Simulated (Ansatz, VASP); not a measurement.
Sb in VASP and in Ansatz

The input INCAR:

```
SYSTEM = Sb
PREC = Accurate
ENCUT = 520
EDIFF = 1E-7
ISMEAR = 0
SIGMA = 0.15
LREAL = .False.
LASPH = .True.
NELM = 60
ALGO = Normal
ISIF = 2
LWAVE = .False.
LCHARG = .True.
GGA = PS
LELF = .True.
LVHAR = .True.
NBANDS = 12
```

Contents of KPOINTS:

```
regular mesh
0
Gamma
  18 18 10
  0 0 0
```

The input POSCAR:

```
Sb
1.0
    3.4151566025      0.0000000000      0.0000000000
   -1.7075783013      2.9576123756      0.0000000000
    0.0000000000      0.0000000000      5.1869018618
Sb
2
Direct
    0.3333333333      0.6666666667      0.2500000000
    0.6666666667      0.3333333333      0.7500000000
```

Input for Ansatz:

```yaml
crystal:
  lattice:
    - [3.4151566025, 0.0, 0.0]
    - [-1.7075783013, 2.9576123756, 0.0]
    - [0.0, 0.0, 5.1869018618]
  atoms:
    - { symbol: Sb, position: [0.3333333333, 0.6666666667, 0.25] }
    - { symbol: Sb, position: [0.6666666667, 0.3333333333, 0.75] }
basis:
  ecutwfc: 420
kpoints:
  mp_grid: { grid: [18, 18, 10] }
hamiltonian:
  xc: pbesol
scf:
  occupations: { method: gaussian, width: 0.15 }
output:
  forces: true
  stress: true
  eigenvalues: true
```

Alike in both runs: task single point; functional PBEsol; k mesh 18 × 18 × 10; occupations gaussian, width 0.15 eV; no spin polarisation.

```csv
,VASP,Ansatz
version,VASP 6.6.1,Ansatz 0.2.0
potentials or method,"VASP PAW PBE potentials, release 64 (Sb), cutoff 520 eV","scalar-relativistic, plane waves, PAW"
valence electrons in the cell,10,30
```

|  | VASP | Ansatz | Ansatz less VASP |
| --- | --- | --- | --- |
| gap on the k mesh at the Fermi level (eV) | none | none | - |
| pressure (GPa) | -0.1 | -0.1 | +0.01 |
| traceless stress, the component that is largest in VASP (GPa) | -0.31 | -0.30 | +0.011 |

VASP's potentials were made for PBE, not for PBEsol. A gap of «none» marks a metal or a gap that the smearing closes. VASP's potentials hold 10 valence electrons a cell and Ansatz's 30, so a difference there can come from the potentials and not from the codes.

Neither program's run includes spin-orbit coupling.
